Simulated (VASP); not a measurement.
# PbS (NiAs type) (P6_3/mmc) in VASP: further runs

Runs on PbS (NiAs type). Level: PBE. Tasks: single point.

All numbers are computed with VASP 6.6.1; they aren't measurements. Logs are shortened: lines on timing, memory, paths and dates and some standing lists are left out, and cuts for length are marked.

**1. The cell of the first run**

It takes space group P6_3/mmc (No. 194, hexagonal). Conventional cell: a = 3.862 Å, b = 3.862 Å, c = 7.239 Å, α = 90.00°, β = 90.00°, γ = 120.00°. Within 3.9 Å of Pb (site symmetry -3m) lie 6 S at 2.87 Å and 8 Pb at 3.62 to 3.86 Å. S (site symmetry -6m2) has 6 Pb at 2.87 Å and 6 S at 3.86 Å within 3.9 Å.

**2. Single point, PBE**

Contents of INCAR:

```
ALGO = Normal
EDIFF = 1E-6
ENCUT = 520
GGA = PE
ISIF = 2
ISMEAR = -1
LASPH = T
LCHARG = F
LREAL = F
LWAVE = F
NBANDS = 28
NELM = 80
PREC = Accurate
SIGMA = 0.05
```

Contents of KPOINTS:

```
k-points
0
Gamma
  9 9 5
```

Contents of POSCAR:

```
PbS
1.0
    3.8619902660      0.0000000000      0.0000000000
   -1.9309951330      3.3445816796      0.0000000000
    0.0000000000      0.0000000000      7.2389049740
Pb S
2 2
Direct
    0.0000000000      0.0000000000      0.0000000000
    0.0000000000      0.0000000000      0.5000000000
    0.3333333333      0.6666666667      0.2500000000
    0.6666666667      0.3333333333      0.7500000000
```

Potentials or basis: VASP PAW PBE potentials, release 64 (Pb_d, S).

Started as:

```
cat potpaw_PBE.64/Pb_d/POTCAR potpaw_PBE.64/S/POTCAR > POTCAR
mpirun -np 1 vasp_std > vasp.out
```

OUTCAR:

```text
EDIFF = 1E-6
   ENCUT = 520
   GGA = PE
   ISIF = 2
   ISMEAR = -1
   LASPH = T
   LREAL = F
   NELM = 80
   PREC = Accurate

 ion  position               nearest neighbor table
   1  0.000  0.000  0.000-   3 2.87   4 2.87   4 2.87   3 2.87   4 2.87   3 2.87   2 3.62   2 3.62

   2  0.000  0.000  0.500-   3 2.87   4 2.87   4 2.87   3 2.87   4 2.87   3 2.87   1 3.62   1 3.62

   3  0.333  0.667  0.250-   1 2.87   2 2.87   1 2.87   2 2.87   1 2.87   2 2.87
   4  0.667  0.333  0.750-   1 2.87   2 2.87   1 2.87   2 2.87   1 2.87   2 2.87

  LATTYP: Found a hexagonal cell.
 ALAT       =     3.8619902660
 C/A-ratio  =     1.8743975193

  Lattice vectors:

 A1 = (   3.8619902660,   0.0000000000,   0.0000000000)
 A2 = (  -1.9309951330,   3.3445816796,   0.0000000000)
 A3 = (   0.0000000000,   0.0000000000,   7.2389049740)

Analysis of symmetry for initial positions (statically):
=====================================================================
 Subroutine PRICEL returns:
 Original cell was already a primitive cell.

 Routine SETGRP: Setting up the symmetry group for a
 hexagonal supercell.

 Subroutine GETGRP returns: Found 24 space group operations
 (whereof 12 operations were pure point group operations)
 out of a pool of 24 trial point group operations.

The static configuration has the point symmetry D_3d.
 The point group associated with its full space group is D_6h.

Analysis of symmetry for dynamics (positions and initial velocities):
=====================================================================
 Subroutine PRICEL returns:
 Original cell was already a primitive cell.

 Routine SETGRP: Setting up the symmetry group for a
 hexagonal supercell.

 Subroutine GETGRP returns: Found 24 space group operations
 (whereof 12 operations were pure point group operations)
 out of a pool of 24 trial point group operations.

The dynamic configuration has the point symmetry D_3d.
 The point group associated with its full space group is D_6h.

 Subroutine INISYM returns: Found 24 space group operations
 (whereof 12 operations are pure point group operations),
 and found     1 'primitive' translations

----------------------------------------------------------------------------------------

                                     Primitive cell

  volume of cell :      93.5031

  direct lattice vectors                    reciprocal lattice vectors
     3.861990266  0.000000000  0.000000000     0.258933848  0.149495527  0.000000000
    -1.930995133  3.344581680  0.000000000     0.000000000  0.298991054  0.000000000
     0.000000000  0.000000000  7.238904974     0.000000000  0.000000000  0.138142441

  length of vectors
     3.861990266  3.861990266  7.238904974     0.298991054  0.298991054  0.138142441

  position of ions in fractional coordinates (direct lattice)
     0.000000000  0.000000000  0.000000000
     0.000000000  0.000000000  0.500000000
     0.333333333  0.666666667  0.250000000
     0.666666667  0.333333333  0.750000000

  ion indices of the primitive-cell ions
   primitive index   ion index
                 1           1
                 2           2
                 3           3
                 4           4

----------------------------------------------------------------------------------------

 KPOINTS: k-points

Automatic generation of k-mesh.
 Grid dimensions read from file:
 generate k-points for:    9    9    5

 Generating k-lattice:

  Cartesian coordinates                     Fractional coordinates (reciprocal lattice)
     0.028770428  0.016610614  0.000000000     0.111111111 -0.000000000  0.000000000
     0.000000000  0.033221228  0.000000000     0.000000000  0.111111111  0.000000000
     0.000000000  0.000000000  0.027628488     0.000000000  0.000000000  0.200000000

  Length of vectors
     0.033221228  0.033221228  0.027628488

  Shift w.r.t. Gamma in fractional coordinates (k-lattice)
     0.000000000  0.000000000  0.000000000

 Subroutine IBZKPT returns following result:
 ===========================================

 Found     36 irreducible k-points:

 Following reciprocal coordinates:
            Coordinates               Weight
  0.000000  0.000000  0.000000      1.000000
  0.111111 -0.000000  0.000000      6.000000
  0.222222  0.000000  0.000000      6.000000
  0.333333 -0.000000  0.000000      6.000000
  0.444444  0.000000  0.000000      6.000000
  0.111111  0.111111  0.000000      6.000000
[... 16 lines left out ...]
  0.333333  0.222222  0.200000     24.000000
  0.333333  0.333333  0.200000      4.000000
 [... further k-points ...]
   k-points           NKPTS =     36   k-points in BZ     NKDIM =     36   number of bands    NBANDS=     28
   number of dos      NEDOS =    301   number of ions     NIONS =      4
   total plane-waves  NPLWV =  48600
   dimension x,y,z NGX =    30 NGY =   30 NGZ =   54
   dimension x,y,z NGXF=    60 NGYF=   60 NGZF=  108
   ions per type =               2   2
   NGX,Y,Z   is equivalent  to a cutoff of  12.91, 12.91, 12.40 a.u.
   NGXF,Y,Z  is equivalent  to a cutoff of  25.83, 25.83, 24.80 a.u.
 SYSTEM =  unknown system
   PREC   = accura    normal or accurate (medium, high low for compatibility)
   ISTART =      0    job   : 0-new  1-cont  2-samecut
   ICHARG =      2    charge: 1-file 2-atom 10-const
   ISPIN  =      1    spin polarized calculation?
   LNONCOLLINEAR =      F non collinear calculations
   LSORBIT =      F    spin-orbit coupling
   LASPH  =      T    aspherical Exc in radial PAW
   ENCUT  =  520.0 eV  38.22 Ry    6.18 a.u.   7.18  7.18 13.46*2*pi/ulx,y,z
   NELM   =     80;   NELMIN=  2; NELMDL= -5     # of ELM steps
   EDIFF  = 0.1E-05   stopping-criterion for ELM
   LREAL  =      F    real-space projection
   EDIFFG = 0.1E-04   stopping-criterion for IOM
   NSW    =      0    number of steps for IOM
   IBRION =     -1    ionic relax: 0-MD 1-quasi-New 2-CG
   NFREE  =      0    steps in history (QN), initial steepest desc. (CG)
   ISIF   =      2    stress and relaxation
   ISYM   =      2    0-nonsym 1-usesym 2-fastsym
   POTIM  = 0.5000    time-step for ionic-motion
   TEBEG  =    0.0;   TEEND  =   0.0 temperature during run
   PSTRESS=    0.0 pullay stress
   NELECT =      40.0000    total number of electrons
   NUPDOWN=      -1.0000    fix difference up-down
   EMIN   =  10.00;   EMAX   =-10.00  energy-range for DOS
   EFERMI =   0.00;   METHOD = LEGACY
   ISMEAR =    -1;   SIGMA  =   0.05  broadening in eV -4-tet -1-fermi 0-gaus
   EFERMI_NEDOS =   21; number of points for ismear=-14 and -15
   IALGO  =     38    algorithm
   IMIX   =      4    mixing-type and parameters
     AMIX     =   0.40;   BMIX     =  1.00
     AMIX_MAG =   1.60;   BMIX_MAG =  1.00
  volume/ion in A,a.u.               =      23.38       157.75
  Fermi-wavevector in a.u.,A,eV,Ry     =   1.233539  2.331051 20.702875  1.521618
  Thomas-Fermi vector in A             =   2.368265
   LORBIT       =      0    0 simple, 1 ext, 2 COOP (PROOUT), +10 PAW based schemes
   GGA     = PE    functional components
   LHFCALC =     F    Hartree Fock is set to
   AEXX    =    0.0000 exact exchange contribution
   IVDW    =     0    specifies the selected vdW correction
   LEPSILON=     F    determine dielectric tensor
   LRPA    =     F    only Hartree local field effects (RPA)
 non-spin polarized calculation
  energy-cutoff  :      520.00
  volume of cell :       93.50
 maximum number of plane-waves:      2547
 NGX is ok and might be reduce to    30
   NGX = 15   NGY = 15   NGZ = 27

 number of electron      39.9999996 magnetization

 Free energy of the ion-electron system (eV)
  ---------------------------------------------------
  ext. energy  EPLUGINS =         0.00000000
  ---------------------------------------------------
  free energy    TOTEN  =       -16.79795421 eV

  energy without entropy =      -16.79534304  energy(sigma->0) =      -16.79664863

 E-fermi :   7.4707     XC(G=0): -10.2130

 val. band max:        7.4376476080   @ k =   0.4444   0.0000   0.0000
 cond. band min:       7.5816690109   @ k =   0.3333   0.3333   0.0000
 fundamental gap:      0.1440214029
 Fermi energy:         7.4706549469

 k-point     1 :       0.0000    0.0000    0.0000
  band No.  band energies     occupation
      1      -9.9111      2.00000
      2      -9.8493      2.00000
      3      -9.8493      2.00000
      4      -9.8256      2.00000
      5      -9.8256      2.00000
      6      -9.7797      2.00000
[... 20 lines left out ...]
     27      13.3217      0.00000
     28      14.8819      0.00000

 k-point     2 :       0.1111   -0.0000    0.0000
  band No.  band energies     occupation
      1      -9.9050      2.00000
      2      -9.8678      2.00000
      3      -9.8377      2.00000
      4      -9.8294      2.00000
      5      -9.8131      2.00000
      6      -9.7945      2.00000
[... 20 lines left out ...]
     27      13.0279      0.00000
     28      13.5133      0.00000

 k-point     3 :       0.2222    0.0000    0.0000
  band No.  band energies     occupation
      1      -9.9308      2.00000
      2      -9.8887      2.00000
      3      -9.8418      2.00000
      4      -9.8164      2.00000
      5      -9.8131      2.00000
      6      -9.7812      2.00000
[... 20 lines left out ...]
     27      13.0951      0.00000
     28      14.1629      0.00000

 k-point     4 :       0.3333   -0.0000    0.0000
  band No.  band energies     occupation
      1     -10.0037      2.00000
      2      -9.8787      2.00000
      3      -9.8590      2.00000
      4      -9.8189      2.00000
      5      -9.8130      2.00000
      6      -9.7522      2.00000
[... 578 lines left out ...]
     27      13.1414      0.00000
     28      14.8500      0.00000

 k-point    23 :       0.3333    0.2222    0.2000
  band No.  band energies     occupation
      1      -9.9844      2.00000
      2      -9.8829      2.00000
      3      -9.8388      2.00000
      4      -9.8282      2.00000
      5      -9.8010      2.00000
      6      -9.7680      2.00000
[... 20 lines left out ...]
     27      13.9760      0.00000
     28      15.3796      0.00000

 k-point    24 :       0.3333    0.3333    0.2000
  band No.  band energies     occupation
      1      -9.9378      2.00000
      2      -9.9378      2.00000
      3      -9.8296      2.00000
      4      -9.7976      2.00000
      5      -9.7976      2.00000
      6      -9.7779      2.00000
[... 20 lines left out ...]
     27      14.9738      0.00000
     28      14.9738      0.00000

 [... further k-points ...]

------------------------ aborting loop because EDIFF is reached ----------------------------------------

  FORCE on cell =-STRESS in cart. coord.  units (eV):
  Direction    XX          YY          ZZ          XY          YZ          ZX
  --------------------------------------------------------------------------------------
  -------------------------------------------------------------------------------------
  Total        6.3720189      6.3720189      6.3574698      0.0000000     -0.0000000      0.0000000
  in kB      109.1846982    109.1846982    108.9353999      0.0000000     -0.0000000      0.0000000
  external PRESSURE =     109.1015988 kB  Pullay stress =       0.0000000 kB

 VOLUME and BASIS-vectors are now :
 -----------------------------------------------------------------------------
  energy-cutoff  :      520.00
  volume of cell :       93.50
      direct lattice vectors                 reciprocal lattice vectors
     3.861990266  0.000000000  0.000000000     0.258933848  0.149495527  0.000000000
    -1.930995133  3.344581680  0.000000000     0.000000000  0.298991054  0.000000000
     0.000000000  0.000000000  7.238904974     0.000000000  0.000000000  0.138142441

 POSITION                                       TOTAL-FORCE (eV/Angst)
 -----------------------------------------------------------------------------------
      0.00000      0.00000      0.00000         0.000000      0.000000     -0.000000
      0.00000      0.00000      3.61945         0.000000      0.000000     -0.000000
     -0.00000      2.22972      1.80973        -0.000000      0.000000      0.000000
      1.93100      1.11486      5.42918         0.000000     -0.000000     -0.000000
 -----------------------------------------------------------------------------------
    total drift:                                0.000000      0.000000      0.000000

  FREE ENERGIE OF THE ION-ELECTRON SYSTEM (eV)
  ---------------------------------------------------
  free  energy   TOTEN  =       -16.7979542147 eV

  energy  without entropy=      -16.7953430354  energy(sigma->0) =      -16.79664863
```

Run time: 34 s. Hardware: 1 thread of Intel Xeon 6975P-C (Granite Rapids), shared host; peak memory 0.24 GiB.

Results:

| Item | Value |
| --- | --- |
| Free energy | -16.7980 eV |
| Pressure | 10.9 GPa |
| Band gap on the k mesh | zero (bands 20 and 21 overlap by 0.47 eV) |

Levels at points of the mesh, in eV from the Fermi level:
| k point | band 18 | band 19 | band 20 | band 21 | band 22 | band 23 |
| --- | --- | --- | --- | --- | --- | --- |
| (0.00, 0.00, 0.00) | -1.93 | -1.93 | 0.43 | 0.74 | 3.41 | 3.41 |

Caveat: the cell stands under pressure; semilocal functionals underestimate gaps, so a narrow gap can read as zero; spin-orbit coupling is left out, which moves the levels of the heavy elements.

**3. Single point, PBE**

Contents of INCAR:

```
SYSTEM = PbS
ALGO = Normal
EDIFF = 1E-6
ENCUT = 520
GGA = PE
ISIF = 2
ISMEAR = -1
LASPH = .TRUE.
LCHARG = .FALSE.
LREAL = .FALSE.
LWAVE = .FALSE.
NBANDS = 28
NELM = 80
PREC = Accurate
SIGMA = 0.05
```

Contents of KPOINTS:

```
k-points
0
G
  9 9 5
  0 0 0
```

POSCAR is that of step 2.

Potentials or basis: VASP PAW PBE potentials, release 64 (Pb_d, S).

Started as:

```
cat potpaw_PBE.64/Pb_d/POTCAR potpaw_PBE.64/S/POTCAR > POTCAR
mpirun -np 1 vasp_std > vasp.out
```

Wall time 35 s (1 thread of Intel Xeon 6975P-C (Granite Rapids), shared host); peak memory 0.25 GiB.

The run converged. Its results:

```yaml
Free_energy: -16.7980 eV
Pressure: 10.9 GPa
Band_gap_on_the_k_mesh: zero (bands 20 and 21 overlap by 0.47 eV)
```

Levels at points of the mesh, in eV from the Fermi level:
```csv
k point,band 16,band 17,band 18,band 19,band 20,band 21,band 22,band 23,band 24,band 25
"(0.00, 0.00, 0.00)",-2.45,-2.45,-1.93,-1.93,0.43,0.74,3.41,3.41,4.03,4.03
```

Caveat: the cell stands under pressure; semilocal functionals underestimate gaps, so a narrow gap can read as zero; spin-orbit coupling is left out, which moves the levels of the heavy elements.

[end of part 1 of 2]
